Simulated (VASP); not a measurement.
**AlGa3O6: single point with r2SCAN**

Crystal: AlGa3O6.

```
CELL_PARAMETERS angstrom
2.47199 1.42720 4.44500
-2.47199 1.42720 4.44500
0.00000 -2.85441 4.44500
ATOMIC_POSITIONS crystal
Al 0.35046 0.35046 0.35046
Ga 0.14100 0.14100 0.14100
Ga 0.64498 0.64498 0.64498
Ga 0.85544 0.85544 0.85544
O 0.55284 0.95671 0.24858
O 0.24858 0.55284 0.95671
O 0.95671 0.24858 0.55284
O 0.44779 0.06609 0.73613
O 0.73613 0.44779 0.06609
O 0.06609 0.73613 0.44779
```

```
Program                : VASP 6.6.1
Task                   : single point
Functional             : r2SCAN
Potentials or basis    : VASP PAW PBE potentials, release 64 (Al, Ga_d, O)
Cutoff                 : 520 eV
k mesh                 : 6 × 6 × 6
Occupations            : gaussian, width 0.02 eV
Spin                   : no spin polarisation
Dipole correction      : no
Further INCAR settings : ALGO = Normal; EDIFF = 1e-06; NBANDS = 50
```

```json
{
  "Pressure": "-0.4 GPa",
  "Largest force": "0.113 eV/Å",
  "Band gap on the k mesh": "4.11 eV (least direct gap 4.29 eV)"
}
```

Forces in eV/Å, atoms in the order of the input:
```
Al   0.000  0.000 -0.013
Ga   0.000  0.000  0.088
Ga   0.000  0.000  0.042
Ga   0.000  0.000 -0.032
O   -0.016 -0.002  0.032
O    0.010 -0.013  0.032
O    0.006  0.015  0.032
O   -0.062  0.072 -0.061
O   -0.032 -0.090 -0.061
O    0.093  0.017 -0.061
```

Stress tensor (GPa, compression positive):
```
-0.43  0.00  0.00
 0.00 -0.43  0.00
 0.00  0.00 -0.19
```

Levels at points of the mesh, in eV from the valence-band top:
```
           k point  band 37  band 38  band 39  band 40  band 41  band 42
(0.00, 0.00, 0.00)    -0.26    -0.19    -0.19     4.11     7.59     8.27
(0.50, 0.00, 0.00)    -0.91    -0.25    -0.16     7.19     7.42     7.49
(0.50, 0.50, 0.00)    -0.84    -0.37    -0.17     7.44     7.76     8.31
(0.50, 0.50, 0.50)    -0.46    -0.22    -0.22     6.70     7.16     8.65
```

It took 11 min on 1 thread of Intel(R) Xeon(R) Platinum 8488C (Sapphire Rapids), on a shared host, peak memory 0.35 GiB.

Caveat: the PAW data sets were made with another functional, which shifts forces and pressure a little. A k mesh can miss the band edges.
